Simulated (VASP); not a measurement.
# Mg in VASP: further runs

The runs below take Mg through single point, with LDA.

Program: VASP 6.6.1. These are calculated values, not measurements. Logs are shortened: lines on timing, memory, paths and dates and some standing lists are left out, and cuts for length are marked.

**1. The cell of the first run**

The cell holds a repeated cell, 8 atoms: a = 3.133 Å, b = 3.133 Å, c = 20.280 Å, α = 90.00°, β = 90.00°, γ = 120.00°.

**2. Single point, LDA**

INCAR reads:

```
PREC     = Accurate       # precision mode
ENCUT    = 520            # plane-wave cutoff, eV
EDIFF    = 1E-7           # SCF threshold, eV
ISMEAR   = 1              # smearing method
SIGMA    = 0.1            # smearing width, eV
LREAL    = False          # projectors in reciprocal space
LASPH    = True           # aspherical terms in the spheres
NELM     = 100            # most SCF steps
ALGO     = Normal         # electronic algorithm
ISIF     = 2              # what is computed and relaxed
LWAVE    = False          # write WAVECAR
LCHARG   = False          # write CHGCAR
GGA      = CA             # functional
NBANDS   = 18             # bands
```

KPOINTS reads:

```
Automatic mesh
0
Gamma
  18 18 4
```

POSCAR reads:

```
Mg
1.0
    3.1326561288      0.0000000000      0.0000000000
   -1.5663280644      2.7129597889      0.0000000000
    0.0000000000      0.0000000000     20.2798094251
Mg
8
Direct
    0.0000000000      0.0000000000      0.0000000000
    0.3333333333      0.6666666667      0.1250000000
    0.0000000000      0.0000000000      0.2500000000
    0.3333333333      0.6666666667      0.3750000000
    0.0000000000      0.0000000000      0.5000000000
    0.3333333333      0.6666666667      0.6250000000
    0.0000000000      0.0000000000      0.7500000000
    0.3333333333      0.6666666667      0.8750000000
```

Potentials or basis: VASP PAW LDA potentials, release 64 (Mg).

The run is started by

```console
cat potpaw_LDA.64/Mg/POTCAR > POTCAR
mpirun -np 1 vasp_std > vasp.out
```

OUTCAR:

```text
PREC = Accurate
   ENCUT = 520
   EDIFF = 1E-7
   ISMEAR = 1
   LREAL = False
   LASPH = True
   NELM = 100
   ISIF = 2
   GGA = CA

 ion  position               nearest neighbor table
   1  0.000  0.000  0.000-   2 3.11   8 3.11   2 3.11   8 3.11   2 3.11   8 3.11
   2  0.333  0.667  0.125-   1 3.11   3 3.11   1 3.11   3 3.11   1 3.11   3 3.11
   3  0.000  0.000  0.250-   2 3.11   4 3.11   2 3.11   4 3.11   2 3.11   4 3.11
   4  0.333  0.667  0.375-   3 3.11   5 3.11   3 3.11   5 3.11   3 3.11   5 3.11
   5  0.000  0.000  0.500-   4 3.11   6 3.11   4 3.11   6 3.11   4 3.11   6 3.11
   6  0.333  0.667  0.625-   5 3.11   7 3.11   5 3.11   7 3.11   5 3.11   7 3.11
   7  0.000  0.000  0.750-   6 3.11   8 3.11   6 3.11   8 3.11   6 3.11   8 3.11
   8  0.333  0.667  0.875-   1 3.11   7 3.11   1 3.11   7 3.11   1 3.11   7 3.11

  LATTYP: Found a hexagonal cell.
 ALAT       =     3.1326561288
 C/A-ratio  =     6.4736787542

  Lattice vectors:

 A1 = (   3.1326561288,   0.0000000000,   0.0000000000)
 A2 = (  -1.5663280644,   2.7129597889,   0.0000000000)
 A3 = (   0.0000000000,   0.0000000000,  20.2798094251)

Analysis of symmetry for initial positions (statically):
=====================================================================
 Subroutine PRICEL returns following result:

  LATTYP: Found a hexagonal cell.
 ALAT       =     3.1326561288
 C/A-ratio  =     1.6184196885

  Lattice vectors:

 A1 = (   3.1326561288,   0.0000000000,   0.0000000000)
 A2 = (  -1.5663280644,   2.7129597889,   0.0000000000)
 A3 = (   0.0000000000,   0.0000000000,   5.0699523563)

   4 primitive cells build up your supercell.

 Routine SETGRP: Setting up the symmetry group for a
 hexagonal supercell.

 Subroutine GETGRP returns: Found 24 space group operations
 (whereof 12 operations were pure point group operations)
 out of a pool of 24 trial point group operations.

The static configuration has the point symmetry D_3h.
 The point group associated with its full space group is D_6h.

Analysis of symmetry for dynamics (positions and initial velocities):
=====================================================================
 Subroutine PRICEL returns following result:

  LATTYP: Found a hexagonal cell.
 ALAT       =     3.1326561288
 C/A-ratio  =     1.6184196885

  Lattice vectors:

 A1 = (   3.1326561288,   0.0000000000,   0.0000000000)
 A2 = (  -1.5663280644,   2.7129597889,   0.0000000000)
 A3 = (   0.0000000000,   0.0000000000,   5.0699523563)

   4 primitive cells build up your supercell.

 Routine SETGRP: Setting up the symmetry group for a
 hexagonal supercell.

 Subroutine GETGRP returns: Found 24 space group operations
 (whereof 12 operations were pure point group operations)
 out of a pool of 24 trial point group operations.

The dynamic configuration has the point symmetry D_3h.
 The point group associated with its full space group is D_6h.

 Subroutine INISYM returns: Found 24 space group operations
 (whereof 12 operations are pure point group operations),
 and found     4 'primitive' translations

----------------------------------------------------------------------------------------

                                     Primitive cell

  volume of cell :      43.0884

  direct lattice vectors                    reciprocal lattice vectors
     3.132656129  0.000000000  0.000000000     0.319217928  0.184300557  0.000000000
    -1.566328064  2.712959789  0.000000000     0.000000000  0.368601114  0.000000000
     0.000000000  0.000000000  5.069952356     0.000000000  0.000000000  0.197240512

  length of vectors
     3.132656129  3.132656129  5.069952356     0.368601114  0.368601114  0.197240512

  position of ions in fractional coordinates (direct lattice)
     0.000000000  0.000000000  0.000000000
     0.333333333  0.666666667  0.500000000

  ion indices of the primitive-cell ions
   primitive index   ion index
                 1           1
                 2           2

----------------------------------------------------------------------------------------

 KPOINTS: Automatic mesh

Automatic generation of k-mesh.
 Grid dimensions read from file:
 generate k-points for:   18   18    4

 Generating k-lattice:

  Cartesian coordinates                     Fractional coordinates (reciprocal lattice)
     0.017734329  0.010238920  0.000000000     0.055555556  0.000000000  0.000000000
     0.000000000  0.020477840  0.000000000     0.000000000  0.055555556  0.000000000
     0.000000000  0.000000000  0.012327532     0.000000000  0.000000000  0.250000000

  Length of vectors
     0.020477840  0.020477840  0.012327532

  Shift w.r.t. Gamma in fractional coordinates (k-lattice)
     0.000000000  0.000000000  0.000000000

 Subroutine IBZKPT returns following result:
 ===========================================

 Found    111 irreducible k-points:

 Following reciprocal coordinates:
            Coordinates               Weight
  0.000000  0.000000  0.000000      1.000000
  0.055556  0.000000  0.000000      6.000000
  0.111111  0.000000  0.000000      6.000000
  0.166667  0.000000  0.000000      6.000000
  0.222222 -0.000000  0.000000      6.000000
  0.277778  0.000000  0.000000      6.000000
[... 16 lines left out ...]
  0.333333  0.111111  0.000000     12.000000
  0.388889  0.111111  0.000000     12.000000
 [... further k-points ...]
   k-points           NKPTS =    111   k-points in BZ     NKDIM =    111   number of bands    NBANDS=     18
   number of dos      NEDOS =    301   number of ions     NIONS =      8
   total plane-waves  NPLWV =  92160
   dimension x,y,z NGX =    24 NGY =   24 NGZ =  160
   dimension x,y,z NGXF=    48 NGYF=   48 NGZF=  320
   ions per type =               8
   NGX,Y,Z   is equivalent  to a cutoff of  12.74, 12.74, 13.12 a.u.
   NGXF,Y,Z  is equivalent  to a cutoff of  25.47, 25.47, 26.23 a.u.
 SYSTEM =  unknown system
   PREC   = accura    normal or accurate (medium, high low for compatibility)
   ISTART =      0    job   : 0-new  1-cont  2-samecut
   ICHARG =      2    charge: 1-file 2-atom 10-const
   ISPIN  =      1    spin polarized calculation?
   LNONCOLLINEAR =      F non collinear calculations
   LSORBIT =      F    spin-orbit coupling
   LASPH  =      T    aspherical Exc in radial PAW
   ENCUT  =  520.0 eV  38.22 Ry    6.18 a.u.   5.82  5.82 37.71*2*pi/ulx,y,z
   NELM   =    100;   NELMIN=  2; NELMDL= -5     # of ELM steps
   EDIFF  = 0.1E-06   stopping-criterion for ELM
   LREAL  =      F    real-space projection
   EDIFFG = 0.1E-05   stopping-criterion for IOM
   NSW    =      0    number of steps for IOM
   IBRION =     -1    ionic relax: 0-MD 1-quasi-New 2-CG
   NFREE  =      0    steps in history (QN), initial steepest desc. (CG)
   ISIF   =      2    stress and relaxation
   ISYM   =      2    0-nonsym 1-usesym 2-fastsym
   POTIM  = 0.5000    time-step for ionic-motion
   TEBEG  =    0.0;   TEEND  =   0.0 temperature during run
   PSTRESS=    0.0 pullay stress
   NELECT =      16.0000    total number of electrons
   NUPDOWN=      -1.0000    fix difference up-down
   EMIN   =  10.00;   EMAX   =-10.00  energy-range for DOS
   EFERMI =   0.00;   METHOD = LEGACY
   ISMEAR =     1;   SIGMA  =   0.10  broadening in eV -4-tet -1-fermi 0-gaus
   EFERMI_NEDOS =   21; number of points for ismear=-14 and -15
   IALGO  =     38    algorithm
   IMIX   =      4    mixing-type and parameters
     AMIX     =   0.40;   BMIX     =  1.00
     AMIX_MAG =   1.60;   BMIX_MAG =  1.00
  volume/ion in A,a.u.               =      21.54       145.39
  Fermi-wavevector in a.u.,A,eV,Ry     =   0.741267  1.400792  7.476091  0.549477
  Thomas-Fermi vector in A             =   1.835867
   LORBIT       =      0    0 simple, 1 ext, 2 COOP (PROOUT), +10 PAW based schemes
   GGA     = CA    functional components
   LHFCALC =     F    Hartree Fock is set to
   AEXX    =    0.0000 exact exchange contribution
   IVDW    =     0    specifies the selected vdW correction
   LEPSILON=     F    determine dielectric tensor
   LRPA    =     F    only Hartree local field effects (RPA)
 non-spin polarized calculation
 Methfessel and Paxton  Order N= 1 SIGMA  =   0.10
  energy-cutoff  :      520.00
  volume of cell :      172.35
 maximum number of plane-waves:      4688
 NGX is ok and might be reduce to    24
   NGX = 11   NGY = 11   NGZ = 75

 number of electron      16.0000000 magnetization

 Free energy of the ion-electron system (eV)
  ---------------------------------------------------
  ext. energy  EPLUGINS =         0.00000000
  ---------------------------------------------------
  free energy    TOTEN  =       -14.48505382 eV

  energy without entropy =      -14.48371824  energy(sigma->0) =      -14.48460863

 E-fermi :   2.8004     XC(G=0):  -8.8867

 val. band max:        2.8002355650   @ k =   0.3889  -0.0000   0.2500
 cond. band min:       2.8017326467   @ k =   0.2222   0.0556   0.0000
 fundamental gap:      0.0014970817
 Fermi energy:         2.8004424492

 k-point     1 :       0.0000    0.0000    0.0000
  band No.  band energies     occupation
      1      -4.3896      2.00000
      2      -4.0237      2.00000
      3      -4.0237      2.00000
      4      -2.9349      2.00000
      5      -2.9349      2.00000
      6      -1.1501      2.00000
[... 10 lines left out ...]
     17      14.0407      0.00000
     18      14.2254      0.00000

 k-point     2 :       0.0556    0.0000    0.0000
  band No.  band energies     occupation
      1      -4.3264      2.00000
      2      -3.9607      2.00000
      3      -3.9607      2.00000
      4      -2.8727      2.00000
      5      -2.8727      2.00000
      6      -1.0892      2.00000
[... 10 lines left out ...]
     17      13.0336      0.00000
     18      13.0407      0.00000

 k-point     3 :       0.1111    0.0000    0.0000
  band No.  band energies     occupation
      1      -4.1371      2.00000
      2      -3.7722      2.00000
      3      -3.7722      2.00000
      4      -2.6864      2.00000
      5      -2.6864      2.00000
      6      -0.9069      2.00000
[... 10 lines left out ...]
     17      12.0935      0.00000
     18      12.0939      0.00000

 k-point     4 :       0.1667    0.0000    0.0000
  band No.  band energies     occupation
      1      -3.8225      2.00000
      2      -3.4588      2.00000
      3      -3.4588      2.00000
      4      -2.3769      2.00000
      5      -2.3769      2.00000
      6      -0.6040      2.00000
[... 10 lines left out ...]
     17      10.4836      0.00000
     18      10.4836      0.00000

 k-point     5 :       0.2222   -0.0000    0.0000
  band No.  band energies     occupation
      1      -3.3838      2.00000
      2      -3.0220      2.00000
      3      -3.0220      2.00000
      4      -1.9454      2.00000
      5      -1.9454      2.00000
      6      -0.1822      2.00000
[... 10 lines left out ...]
     17       9.3754      0.00000
     18       9.3754      0.00000

 k-point     6 :       0.2778    0.0000    0.0000
  band No.  band energies     occupation
      1      -2.8231      2.00000
      2      -2.4635      2.00000
      3      -2.4635      2.00000
      4      -1.3939      2.00000
      5      -1.3939      2.00000
      6       0.3560      2.00000
[... 307 lines left out ...]
 k-point    21 :       0.2222    0.1111    0.0000
  band No.  band energies     occupation
      1      -2.6369      2.00000
      2      -2.2781      2.00000
      3      -2.2781      2.00000
      4      -1.2109      2.00000
      5      -1.2109      2.00000
      6       0.5344      2.00000
[... 10 lines left out ...]
     17       8.1645      0.00000
     18       8.2687      0.00000

 k-point    22 :       0.2778    0.1111    0.0000
  band No.  band energies     occupation
      1      -1.9578      2.00000
      2      -1.6018      2.00000
      3      -1.6018      2.00000
      4      -0.5440      2.00000
      5      -0.5440      2.00000
      6       1.1805      2.00000
[... 10 lines left out ...]
     17       7.3132      0.00000
     18       7.3132      0.00000

 k-point    23 :       0.3333    0.1111    0.0000
  band No.  band energies     occupation
      1      -1.1621      2.00000
      2      -0.8099      2.00000
      3      -0.8099      2.00000
      4       0.2346      2.00000
      5       0.2346      2.00000
      6       1.9075      2.00000
[... 10 lines left out ...]
     17       7.1162      0.00000
     18       7.1166      0.00000

 k-point    24 :       0.3889    0.1111    0.0000
  band No.  band energies     occupation
      1      -0.2540      2.00000
      2       0.0926      2.00000
      3       0.0926      2.00000
      4       1.1084      2.00000
      5       1.1084      2.00000
      6       1.8664      2.00000
[... 10 lines left out ...]
     17       6.9114      0.00000
     18       7.0152      0.00000

 [... further k-points ...]
[... 5 lines left out ...]
  --------------------------------------------------------------------------------------
  -------------------------------------------------------------------------------------
  Total       -0.1468624     -0.1468624     -0.4385580     -0.0000000      0.0000000      0.0000000
  in kB       -1.3652158     -1.3652158     -4.0767839     -0.0000000      0.0000000      0.0000000
  external PRESSURE =      -2.2690719 kB  Pullay stress =       0.0000000 kB

 VOLUME and BASIS-vectors are now :
 -----------------------------------------------------------------------------
  energy-cutoff  :      520.00
  volume of cell :      172.35
      direct lattice vectors                 reciprocal lattice vectors
     3.132656129  0.000000000  0.000000000     0.319217928  0.184300557  0.000000000
    -1.566328064  2.712959789  0.000000000     0.000000000  0.368601114  0.000000000
     0.000000000  0.000000000 20.279809425     0.000000000  0.000000000  0.049310128

 POSITION                                       TOTAL-FORCE (eV/Angst)
 -----------------------------------------------------------------------------------
      0.00000      0.00000      0.00000         0.000000      0.000000      0.000000
     -0.00000      1.80864      2.53498        -0.000000      0.000000     -0.000000
      0.00000      0.00000      5.06995         0.000000     -0.000000      0.000000
     -0.00000      1.80864      7.60493        -0.000000      0.000000     -0.000000
      0.00000      0.00000     10.13990        -0.000000     -0.000000     -0.000000
     -0.00000      1.80864     12.67488        -0.000000      0.000000      0.000000
      0.00000      0.00000     15.20986         0.000000     -0.000000      0.000000
     -0.00000      1.80864     17.74483        -0.000000      0.000000      0.000000
 -----------------------------------------------------------------------------------
    total drift:                               -0.000000      0.000000      0.000000

  FREE ENERGIE OF THE ION-ELECTRON SYSTEM (eV)
  ---------------------------------------------------
  free  energy   TOTEN  =       -14.4850538176 eV

  energy  without entropy=      -14.4837182434  energy(sigma->0) =      -14.48460863
```

Wall time 1.7 min (1 thread of Intel Xeon 6975P-C (Granite Rapids), shared host); peak memory 0.4 GiB.

What came out:

| Item | Value |
| --- | --- |
| Free energy | -14.4851 eV |
| Pressure | -0.2 GPa |
| Band gap on the k mesh | zero (band 8 reaches 3.82 eV, above the bottom of band 9 at 1.56 eV) |

Levels at points of the mesh, in eV from the Fermi level:
| k point | band 5 | band 6 | band 7 | band 8 | band 9 | band 10 | band 11 | band 12 |
| --- | --- | --- | --- | --- | --- | --- | --- | --- |
| (0.00, 0.00, 0.00) | -5.74 | -3.95 | -3.95 | -1.73 | -1.24 | 1.61 | 1.61 | 5.26 |
| (0.50, 0.00, 0.00) | -1.87 | -1.87 | -1.14 | -1.14 | -0.45 | -0.45 | 0.92 | 0.92 |
| (0.00, 0.00, 0.50) | -4.93 | -4.93 | -2.81 | -2.81 | 0.00 | 0.00 | 3.36 | 3.36 |
| (0.50, 0.00, 0.50) | -1.51 | -1.51 | -1.46 | -1.46 | 0.03 | 0.03 | 0.08 | 0.08 |

**3. Single point, LDA**

This run uses another cell than the first one, of 21.60 Å³/atom, 1.003 times its volume.

INCAR reads:

```
SYSTEM = Mg
  PREC = Accurate
  ENCUT = 520
  EDIFF = 1E-6
  ISMEAR = 1
  SIGMA = 0.1
  LREAL = .False.
  LASPH = .True.
  NELM = 100
  ALGO = Normal
  ISIF = 2
  LWAVE = .False.
  LCHARG = .False.
  NBANDS = 18
```

KPOINTS reads:

```
Automatic mesh
0
Gamma
  18 18 4
  0 0 0
```

POSCAR reads:

```
Mg
1.0
    3.1326561197      0.0000000000      0.0000000000
   -1.5663280598      2.7129597967      0.0000000000
    0.0000000000      0.0000000000     20.3327114183
Mg
8
Direct
    0.0000000000      0.0000000000      0.0000000000
    0.3333330000      0.6666670000      0.1250000000
    0.0000000000      0.0000000000      0.2500000000
    0.3333330000      0.6666670000      0.3750000000
    0.0000000000      0.0000000000      0.5000000000
    0.3333330000      0.6666670000      0.6250000000
    0.0000000000      0.0000000000      0.7500000000
    0.3333330000      0.6666670000      0.8750000000
```

Potentials or basis: VASP PAW LDA potentials, release 64 (Mg).

The run is started by

```console
cat potpaw_LDA.64/Mg/POTCAR > POTCAR
mpirun -np 1 vasp_std > vasp.out
```

Run time: 2 min. Hardware: 1 thread of Intel Xeon 6975P-C (Granite Rapids), shared host; peak memory 0.41 GiB.

The run converged. Its results:

| Quantity | Value |
| --- | --- |
| Free energy | -14.4837 eV |
| Pressure | -0.3 GPa |
| Band gap on the k mesh | zero (band 8 reaches 3.80 eV, above the bottom of band 9 at 1.53 eV) |

Stress tensor (GPa, compression positive):
```
-0.21  0.00  0.00
 0.00 -0.21  0.00
 0.00  0.00 -0.57
```

Levels at points of the mesh, in eV from the Fermi level:
```
           k point  band 5  band 6  band 7  band 8  band 9  band 10  band 11  band 12
(0.00, 0.00, 0.00)   -5.73   -3.95   -3.95   -1.74   -1.26     1.58     1.58     5.22
(0.50, 0.00, 0.00)   -1.85   -1.85   -1.13   -1.13   -0.44    -0.44     0.92     0.92
(0.00, 0.00, 0.50)   -4.92   -4.92   -2.82   -2.82   -0.02    -0.02     3.33     3.33
(0.50, 0.00, 0.50)   -1.50   -1.50   -1.45   -1.45    0.03     0.03     0.09     0.09
```
